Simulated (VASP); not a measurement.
# Al2Pt (Fm-3m) in VASP: notebook

The runs below take Al2Pt through single point, relaxation of cell and atoms, with PBEsol.

Everything below comes from runs of VASP 6.6.1. Logs are shortened: lines on timing, memory, paths and dates and some standing lists are left out, and cuts for length are marked.

## 1. The cell of the first run

Symmetry: Fm-3m, No. 225, cubic system. The conventional cell has a = 5.831 Å, b = 5.831 Å, c = 5.831 Å, α = 90.00°, β = 90.00°, γ = 90.00°. Pt (site symmetry m-3m) has 8 Al at 2.52 Å within 3.3 Å. Al (site symmetry -43m) has 4 Pt at 2.52 Å and 6 Al at 2.92 Å within 3.3 Å.

## 2. Single point, PBEsol

Contents of INCAR:

```
  PREC = Accurate
  ENCUT = 520
  EDIFF = 1E-6
  ISMEAR = -1
  SIGMA = 0.05
  LREAL = False
  LASPH = True
  NELM = 100
  ALGO = Normal
  ISIF = 2
  LWAVE = False
  LCHARG = False
  GGA = PS
  NBANDS = 15
```

Contents of KPOINTS:

```
regular mesh
0
Gamma
  8 8 8
```

Contents of POSCAR:

```
Al2Pt
1.0
    0.0000000000      2.9155334255      2.9155334255
    2.9155334255      0.0000000000      2.9155334255
    2.9155334255      2.9155334255      0.0000000000
Pt Al
1 2
Direct
    0.0000000000      0.0000000000      0.0000000000
    0.7500000000      0.7500000000      0.7500000000
    0.2500000000      0.2500000000      0.2500000000
```

Potentials or basis: VASP PAW PBE potentials, release 64 (Pt, Al).

Started as:

```bash
$ cat potpaw_PBE.64/Pt/POTCAR potpaw_PBE.64/Al/POTCAR > POTCAR
$ mpirun -np 1 vasp_std > vasp.out
```

OUTCAR:

```text
PREC = Accurate
   ENCUT = 520
   EDIFF = 1E-6
   ISMEAR = -1
   LREAL = False
   LASPH = True
   NELM = 100
   ISIF = 2
   GGA = PS

 ion  position               nearest neighbor table
   1  0.000  0.000  0.000-   2 2.52   2 2.52   2 2.52   2 2.52   3 2.52   3 2.52   3 2.52   3 2.52

   2  0.750  0.750  0.750-   1 2.52   1 2.52   1 2.52   1 2.52   3 2.92   3 2.92   3 2.92   3 2.92
                             3 2.92   3 2.92
   3  0.250  0.250  0.250-   1 2.52   1 2.52   1 2.52   1 2.52   2 2.92   2 2.92   2 2.92   2 2.92
                             2 2.92   2 2.92

  LATTYP: Found a face centered cubic cell.
 ALAT       =     5.8310668510

  Lattice vectors:

 A1 = (   0.0000000000,   2.9155334255,   2.9155334255)
 A2 = (   2.9155334255,   0.0000000000,   2.9155334255)
 A3 = (   2.9155334255,   2.9155334255,   0.0000000000)

Analysis of symmetry for initial positions (statically):
=====================================================================
 Subroutine PRICEL returns:
 Original cell was already a primitive cell.

 Routine SETGRP: Setting up the symmetry group for a
 face centered cubic supercell.

 Subroutine GETGRP returns: Found 48 space group operations
 (whereof 48 operations were pure point group operations)
 out of a pool of 48 trial point group operations.

The static configuration has the point symmetry O_h .

Analysis of symmetry for dynamics (positions and initial velocities):
=====================================================================
 Subroutine PRICEL returns:
 Original cell was already a primitive cell.

 Routine SETGRP: Setting up the symmetry group for a
 face centered cubic supercell.

 Subroutine GETGRP returns: Found 48 space group operations
 (whereof 48 operations were pure point group operations)
 out of a pool of 48 trial point group operations.

The dynamic configuration has the point symmetry O_h .

 Subroutine INISYM returns: Found 48 space group operations
 (whereof 48 operations are pure point group operations),
 and found     1 'primitive' translations

----------------------------------------------------------------------------------------

                                     Primitive cell

  volume of cell :      49.5660

  direct lattice vectors                    reciprocal lattice vectors
     0.000000000  2.915533426  2.915533426    -0.171495204  0.171495204  0.171495204
     2.915533426  0.000000000  2.915533426     0.171495204 -0.171495204  0.171495204
     2.915533426  2.915533426  0.000000000     0.171495204  0.171495204 -0.171495204

  length of vectors
     4.123186912  4.123186912  4.123186912     0.297038407  0.297038407  0.297038407

[... 90 lines left out ...]
   POTIM  = 0.5000    time-step for ionic-motion
   TEBEG  =    0.0;   TEEND  =   0.0 temperature during run
   PSTRESS=    0.0 pullay stress
   NELECT =      16.0000    total number of electrons
   NUPDOWN=      -1.0000    fix difference up-down
   EMIN   =  10.00;   EMAX   =-10.00  energy-range for DOS
   EFERMI =   0.00;   METHOD = LEGACY
   ISMEAR =    -1;   SIGMA  =   0.05  broadening in eV -4-tet -1-fermi 0-gaus
   EFERMI_NEDOS =   21; number of points for ismear=-14 and -15
   IALGO  =     38    algorithm
   IMIX   =      4    mixing-type and parameters
     AMIX     =   0.40;   BMIX     =  1.00
     AMIX_MAG =   1.60;   BMIX_MAG =  1.00
  volume/ion in A,a.u.               =      16.52       111.50
  Fermi-wavevector in a.u.,A,eV,Ry     =   1.123018  2.122197 17.159258  1.261170
  Thomas-Fermi vector in A             =   2.259682
   LORBIT       =      0    0 simple, 1 ext, 2 COOP (PROOUT), +10 PAW based schemes
   GGA     = PS    functional components
   LHFCALC =     F    Hartree Fock is set to
   AEXX    =    0.0000 exact exchange contribution
   IVDW    =     0    specifies the selected vdW correction
   LEPSILON=     F    determine dielectric tensor
   LRPA    =     F    only Hartree local field effects (RPA)
 non-spin polarized calculation
  energy-cutoff  :      520.00
  volume of cell :       49.57
 maximum number of plane-waves:      1363
   NGX = 15   NGY = 15   NGZ = 15

 number of electron      16.0000000 magnetization

 Free energy of the ion-electron system (eV)
  ---------------------------------------------------
  ext. energy  EPLUGINS =         0.00000000
  ---------------------------------------------------
  free energy    TOTEN  =       -17.73070510 eV

  energy without entropy =      -17.71876581  energy(sigma->0) =      -17.72473545

 E-fermi :   8.2461     XC(G=0): -10.9902

 val. band max:        8.1862628932   @ k =   0.3750   0.2500   0.0000
 cond. band min:       8.2787793623   @ k =  -0.3750   0.1250   0.0000
 fundamental gap:      0.0925164692
 Fermi energy:         8.2460933549

 k-point     1 :       0.0000    0.0000    0.0000
  band No.  band energies     occupation
      1      -2.2519      2.00000
      2       3.0009      2.00000
      3       3.0009      2.00000
      4       3.0009      2.00000
      5       4.4044      2.00000
      6       4.4044      2.00000
      7      11.5714      0.00000
      8      12.0974      0.00000
      9      12.0974      0.00000
     10      12.0974      0.00000
     11      13.9337      0.00000
     12      13.9337      0.00000
     13      13.9337      0.00000
     14      14.7510      0.00000
[... 401 lines left out ...]
      2       2.0277      2.00000
      3       3.1481      2.00000
      4       3.6772      2.00000
      5       3.9642      2.00000
      6       4.6261      2.00000
      7       4.9146      2.00000
      8       7.2908      2.00000
      9       8.3935      0.09964
     10      12.2162      0.00000
     11      13.6864      0.00000
     12      15.2760      0.00000
     13      15.6967      0.00000
     14      16.8397      0.00000
     15      17.5672      0.00000

 [... further k-points ...]
[... 5 lines left out ...]
  --------------------------------------------------------------------------------------
  -------------------------------------------------------------------------------------
  Total        1.5458342      1.5458342      1.5458342      0.0000000      0.0000000      0.0000000
  in kB       49.9677069     49.9677069     49.9677069      0.0000000      0.0000000      0.0000000
  external PRESSURE =      49.9677069 kB  Pullay stress =       0.0000000 kB

 VOLUME and BASIS-vectors are now :
 -----------------------------------------------------------------------------
  energy-cutoff  :      520.00
  volume of cell :       49.57
      direct lattice vectors                 reciprocal lattice vectors
     0.000000000  2.915533426  2.915533426    -0.171495204  0.171495204  0.171495204
     2.915533426  0.000000000  2.915533426     0.171495204 -0.171495204  0.171495204
     2.915533426  2.915533426  0.000000000     0.171495204  0.171495204 -0.171495204

 POSITION                                       TOTAL-FORCE (eV/Angst)
 -----------------------------------------------------------------------------------
      0.00000      0.00000      0.00000         0.000000      0.000000      0.000000
      4.37330      4.37330      4.37330         0.000000      0.000000     -0.000000
      1.45777      1.45777      1.45777        -0.000000     -0.000000      0.000000
 -----------------------------------------------------------------------------------
    total drift:                                0.000000     -0.000000      0.000000

  FREE ENERGIE OF THE ION-ELECTRON SYSTEM (eV)
  ---------------------------------------------------
  free  energy   TOTEN  =       -17.7307050992 eV

  energy  without entropy=      -17.7187658089  energy(sigma->0) =      -17.72473545
```

Run time: 22 s. Hardware: 1 thread of Intel Xeon 8259CL, shared host; peak memory 0.18 GiB.

What came out:

* Free energy: -17.7307 eV
* Pressure: 5.0 GPa
* Band gap on the k mesh: zero (band 8 reaches 12.10 eV, above the bottom of band 9 at 6.59 eV)

Caveat: the PAW data sets were made with another functional, which shifts forces and pressure a little; spin-orbit coupling is left out, which moves the levels of the heavy elements.

## 3. Single point, PBEsol

This run uses another cell than the first one, of 17.09 Å³/atom, 1.034 times its volume.

Contents of INCAR:

```
SYSTEM = Al2Pt
  PREC = Accurate
  ENCUT = 520
  EDIFF = 1E-7
  ISMEAR = -1
  SIGMA = 0.05
  LREAL = .FALSE.
  LASPH = .TRUE.
  NELM = 60
  ALGO = Normal
  ISIF = 2
  LWAVE = .FALSE.
  LCHARG = .FALSE.
  GGA = PS
  NBANDS = 15
```

Contents of KPOINTS:

```
Automatic mesh
0
G
  8 8 8
  0 0 0
```

Contents of POSCAR:

```
Al2Pt
1.0
    0.0000000000      2.9483520111      2.9483520111
    2.9483520111      0.0000000000      2.9483520111
    2.9483520111      2.9483520111      0.0000000000
Pt Al
1 2
Direct
    0.0000000000      0.0000000000      0.0000000000
    0.7500000000      0.7500000000      0.7500000000
    0.2500000000      0.2500000000      0.2500000000
```

Potentials or basis: VASP PAW PBE potentials, release 64 (Pt, Al).

Started as:

```bash
$ cat potpaw_PBE.64/Pt/POTCAR potpaw_PBE.64/Al/POTCAR > POTCAR
$ mpirun -np 1 vasp_std > vasp.out
```

OUTCAR:

```text
SYSTEM = Al2Pt
   PREC = Accurate
   ENCUT = 520
   EDIFF = 1E-7
   ISMEAR = -1
   LREAL = .FALSE.
   LASPH = .TRUE.
   NELM = 60
   ISIF = 2
   GGA = PS

 ion  position               nearest neighbor table
   1  0.000  0.000  0.000-   2 2.55   2 2.55   2 2.55   2 2.55   3 2.55   3 2.55   3 2.55   3 2.55

   2  0.750  0.750  0.750-   1 2.55   1 2.55   1 2.55   1 2.55   3 2.95   3 2.95   3 2.95   3 2.95
                             3 2.95   3 2.95
   3  0.250  0.250  0.250-   1 2.55   1 2.55   1 2.55   1 2.55   2 2.95   2 2.95   2 2.95   2 2.95
                             2 2.95   2 2.95

  LATTYP: Found a face centered cubic cell.
 ALAT       =     5.8967040222

  Lattice vectors:

 A1 = (   0.0000000000,   2.9483520111,   2.9483520111)
 A2 = (   2.9483520111,   0.0000000000,   2.9483520111)
 A3 = (   2.9483520111,   2.9483520111,   0.0000000000)

Analysis of symmetry for initial positions (statically):
=====================================================================
 Subroutine PRICEL returns:
 Original cell was already a primitive cell.

 Routine SETGRP: Setting up the symmetry group for a
 face centered cubic supercell.

 Subroutine GETGRP returns: Found 48 space group operations
 (whereof 48 operations were pure point group operations)
 out of a pool of 48 trial point group operations.

The static configuration has the point symmetry O_h .

Analysis of symmetry for dynamics (positions and initial velocities):
=====================================================================
 Subroutine PRICEL returns:
 Original cell was already a primitive cell.

 Routine SETGRP: Setting up the symmetry group for a
 face centered cubic supercell.

 Subroutine GETGRP returns: Found 48 space group operations
 (whereof 48 operations were pure point group operations)
 out of a pool of 48 trial point group operations.

The dynamic configuration has the point symmetry O_h .

 Subroutine INISYM returns: Found 48 space group operations
 (whereof 48 operations are pure point group operations),
 and found     1 'primitive' translations
[... 121 lines left out ...]
   LORBIT       =      0    0 simple, 1 ext, 2 COOP (PROOUT), +10 PAW based schemes
   GGA     = PS    functional components
   LHFCALC =     F    Hartree Fock is set to
   AEXX    =    0.0000 exact exchange contribution
   IVDW    =     0    specifies the selected vdW correction
   LEPSILON=     F    determine dielectric tensor
   LRPA    =     F    only Hartree local field effects (RPA)
 non-spin polarized calculation
  energy-cutoff  :      520.00
  volume of cell :       51.26
 maximum number of plane-waves:      1411
   NGX = 15   NGY = 15   NGZ = 15

 number of electron      16.0000000 magnetization

 Free energy of the ion-electron system (eV)
  ---------------------------------------------------
  ext. energy  EPLUGINS =         0.00000000
  ---------------------------------------------------
  free energy    TOTEN  =       -17.75625561 eV

  energy without entropy =      -17.74391828  energy(sigma->0) =      -17.75008695

 E-fermi :   7.8356     XC(G=0): -10.8423

 val. band max:        7.7671130627   @ k =   0.3750   0.2500   0.0000
 cond. band min:       7.8681206193   @ k =  -0.3750   0.1250   0.0000
 fundamental gap:      0.1010075566
 Fermi energy:         7.8356418613

 k-point     1 :       0.0000    0.0000    0.0000
  band No.  band energies     occupation
      1      -2.4150      2.00000
      2       2.7780      2.00000
      3       2.7780      2.00000
      4       2.7780      2.00000
      5       4.1440      2.00000
      6       4.1440      2.00000
      7      10.9081      0.00000
      8      11.6683      0.00000
      9      11.6683      0.00000
     10      11.6683      0.00000
     11      13.3347      0.00000
     12      13.3347      0.00000
     13      13.3347      0.00000
     14      14.2216      0.00000
[... 401 lines left out ...]
      2       1.7701      2.00000
      3       2.9325      2.00000
      4       3.4325      2.00000
      5       3.6853      2.00000
      6       4.3455      2.00000
      7       4.6125      2.00000
      8       6.8918      2.00000
      9       7.9901      0.08712
     10      11.7262      0.00000
     11      13.1102      0.00000
     12      14.7384      0.00000
     13      15.1552      0.00000
     14      16.2686      0.00000
     15      16.8565      0.00000

 [... further k-points ...]
[... 5 lines left out ...]
  --------------------------------------------------------------------------------------
  -------------------------------------------------------------------------------------
  Total       -0.0200484     -0.0200484     -0.0200484      0.0000000      0.0000000      0.0000000
  in kB       -0.6266468     -0.6266468     -0.6266468      0.0000000      0.0000000      0.0000000
  external PRESSURE =      -0.6266468 kB  Pullay stress =       0.0000000 kB

 VOLUME and BASIS-vectors are now :
 -----------------------------------------------------------------------------
  energy-cutoff  :      520.00
  volume of cell :       51.26
      direct lattice vectors                 reciprocal lattice vectors
     0.000000000  2.948352011  2.948352011    -0.169586263  0.169586263  0.169586263
     2.948352011  0.000000000  2.948352011     0.169586263 -0.169586263  0.169586263
     2.948352011  2.948352011  0.000000000     0.169586263  0.169586263 -0.169586263

 POSITION                                       TOTAL-FORCE (eV/Angst)
 -----------------------------------------------------------------------------------
      0.00000      0.00000      0.00000         0.000000      0.000000     -0.000000
      4.42253      4.42253      4.42253         0.000000      0.000000      0.000000
      1.47418      1.47418      1.47418        -0.000000     -0.000000     -0.000000
 -----------------------------------------------------------------------------------
    total drift:                                0.000000     -0.000000      0.000000

  FREE ENERGIE OF THE ION-ELECTRON SYSTEM (eV)
  ---------------------------------------------------
  free  energy   TOTEN  =       -17.7562556067 eV

  energy  without entropy=      -17.7439182849  energy(sigma->0) =      -17.75008695
```

It took 26 s on 1 thread of Intel Xeon 8259CL, shared host; peak memory 0.18 GiB.

Results:

| Item | Value |
| --- | --- |
| Free energy | -17.7563 eV |
| Pressure | -0.1 GPa |
| Band gap on the k mesh | zero (band 8 reaches 11.67 eV, above the bottom of band 9 at 6.25 eV) |

Caveat: the PAW data sets were made with another functional, which shifts forces and pressure a little; spin-orbit coupling is left out, which moves the levels of the heavy elements.

## 4. Relaxation of cell and atoms, PBEsol

This run uses another cell than the first one, of 17.20 Å³/atom, 1.041 times its volume.

Contents of INCAR:

```
PREC = Accurate
ENCUT = 600
EDIFF = 1E-7
ISMEAR = -1
SIGMA = 0.05
LREAL = F
LASPH = T
NELM = 60
ALGO = Normal
ISIF = 3
LWAVE = F
LCHARG = F
GGA = PS
IBRION = 2
NSW = 80
EDIFFG = -0.01
```

Contents of KPOINTS:

```
Automatic mesh
0
Gamma
  8 8 8
```

Contents of POSCAR:

```
Al2Pt
1.0
    0.0000000000      2.9550000000      2.9550000000
    2.9550000000      0.0000000000      2.9550000000
    2.9550000000      2.9550000000      0.0000000000
Pt Al
1 2
Direct
    0.0000000000      0.0000000000      0.0000000000
    0.7500000000      0.7500000000      0.7500000000
    0.2500000000      0.2500000000      0.2500000000
```

Started as:

```bash
$ cat potpaw_PBE.64/Pt/POTCAR potpaw_PBE.64/Al/POTCAR > POTCAR
$ mpirun -np 1 vasp_std > vasp.out
```

It took 88 s on 1 thread of Intel Xeon 8259CL, shared host; peak memory 0.22 GiB.

Results (log left out):

* Free energy: -17.7561 eV
* Relaxed volume: 17.08 Å³/atom
* Relaxed cell: a = 4.169 Å, b = 4.169 Å, c = 4.169 Å, α = 60.00°, β = 60.00°, γ = 60.00°
* Space group after relaxing (to 0.05 Å): Fm-3m (No. 225)
* Energy gained by relaxing: 0.4 meV/atom
* Ionic steps: 3
* Pressure after relaxing: 0.0 GPa
* Band gap on the k mesh: zero (band 8 reaches 11.67 eV, above the bottom of band 9 at 6.25 eV)

The path:
```
step  energy change (eV)  largest force (eV/Å)  pressure (GPa)  volume (Å³)
   1              0.0000                0.0000           -0.96        51.61
   2              0.0003                0.0000            1.14        50.84
   3             -0.0011                0.0000            0.00        51.24
```

Final structure:
```yaml
crystal:
  lattice:
    - [0.00000, 2.94808, 2.94808]
    - [2.94808, 0.00000, 2.94808]
    - [2.94808, 2.94808, 0.00000]
  atoms:
    - { symbol: Pt, position: [0.00000, 0.00000, 0.00000] }
    - { symbol: Al, position: [0.75000, 0.75000, 0.75000] }
    - { symbol: Al, position: [0.25000, 0.25000, 0.25000] }
```

Levels at points of the mesh, in eV from the Fermi level:
```
           k point  band 4  band 5  band 6  band 7  band 8  band 9  band 10  band 11  band 12
(0.00, 0.00, 0.00)   -5.06   -3.69   -3.69    3.07    3.83    3.83     3.83     5.50     5.50
(0.50, 0.00, 0.00)   -4.74   -3.71   -3.47   -3.47    1.05    1.05     3.78     5.22     5.22
(0.50, 0.50, 0.00)   -3.78   -3.78   -3.42   -3.19   -1.59   -1.59     3.25     3.37     8.12
```

Caveat: the PAW data sets were made with another functional, which shifts forces and pressure a little; spin-orbit coupling is left out, which moves the levels of the heavy elements.

(Continued in part 2 of 2.)
